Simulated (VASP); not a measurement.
A run of VASP 6.6.1 is set up as follows.

The input INCAR:

```
ALGO = Normal ; EDIFF = 1E-6
ENCUT = 520 ; GGA = PE
ISIF = 2 ; ISMEAR = -1
LASPH = T ; LCHARG = F
LREAL = F ; LWAVE = F
NBANDS = 18 ; NELM = 80
PREC = Accurate ; SIGMA = 0.05
```

The input KPOINTS:

```
k-points
0
Gamma
  14 14 14
```

File POSCAR:

```
Cu
1.0
    0.0000000000      2.4914622418      2.4914622418
    2.4914622418      0.0000000000      2.4914622418
    2.4914622418      2.4914622418      0.0000000000
Cu
2
Direct
    0.0000000000      0.0000000000      0.0000000000
    0.2500000000      0.2500000000      0.2500000000
```

Potentials or basis: VASP PAW PBE potentials, release 64 (Cu).

Run with:

```sh
$ cat potpaw_PBE.64/Cu/POTCAR > POTCAR
$ mpirun -np 1 vasp_std > vasp.out
```

Predict the pressure.

20.1 GPa.

Predict the band gap on the k mesh.

zero (band 11 reaches 5.45 eV, above the bottom of band 12 at 4.39 eV).
